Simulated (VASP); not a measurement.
Wanted: the native input for a VASP 6.6.1 run.

```yaml
Task: single point
Functional: r2SCAN
Potentials_or_basis: VASP PAW PBE potentials, release 64 (In_d, Sb)
Cutoff: 520 eV
k_mesh: 12 × 12 × 12
Occupations: fermi-dirac, width 0.1 eV
Spin: no spin polarisation
Dipole_correction: no
Further_INCAR_settings: ALGO = Normal; EDIFF = 1e-06; NBANDS = 16
```

Crystal: InSb.

```
In Sb
1.0
     0.00000    3.19569    3.19569
     3.19569    0.00000    3.19569
     3.19569    3.19569    0.00000
In Sb
1 1
Direct
  0.00000 0.00000 0.00000
  0.75000 0.75000 0.75000
```

These files were run (other wordings do the same):

POSCAR

```
InSb
1.0
    0.0000000000      3.1956946230      3.1956946230
    3.1956946230      0.0000000000      3.1956946230
    3.1956946230      3.1956946230      0.0000000000
In Sb
1 1
Direct
    0.0000000000      0.0000000000      0.0000000000
    0.7500000000      0.7500000000      0.7500000000
```

INCAR.step1

```
PREC = Accurate
ENCUT = 520
ISMEAR = -1
SIGMA = 0.1
LREAL = False
LASPH = True
NELM = 60
NBANDS = 16
GGA = PE
ALGO = Normal
EDIFF = 1E-4
LWAVE = True
LCHARG = False
```

INCAR.step2

```
PREC = Accurate
ENCUT = 520
EDIFF = 1E-6
ISMEAR = -1
SIGMA = 0.1
LREAL = False
LASPH = True
NELM = 60
ALGO = Normal
ISIF = 2
LWAVE = False
LCHARG = True
METAGGA = R2SCAN
LMIXTAU = True
LELF = True
LVHAR = True
NBANDS = 16
ISTART = 1
```

KPOINTS

```
Automatic mesh
0
Gamma
  12 12 12
```

Potentials or basis: VASP PAW PBE potentials, release 64 (In_d, Sb).

Command:

```bash
$ cat potpaw_PBE.64/In_d/POTCAR potpaw_PBE.64/Sb/POTCAR > POTCAR
$ cp INCAR.step1 INCAR
$ mpirun -np 1 vasp_std > vasp.out
$ cp INCAR.step2 INCAR
$ mpirun -np 1 vasp_std > vasp.out
```

It gave:

- Pressure: 4.0 GPa
- Band gap on the k mesh: 0.49 eV, direct

Caveat: the PAW data sets were made with another functional, which shifts forces and pressure a little; spin-orbit coupling is left out, which moves the levels of the heavy elements.

Wall time 2.2 min on 1 thread of Intel(R) Xeon(R) 6975P-C (Granite Rapids), on a shared host, peak memory 0.26 GiB.
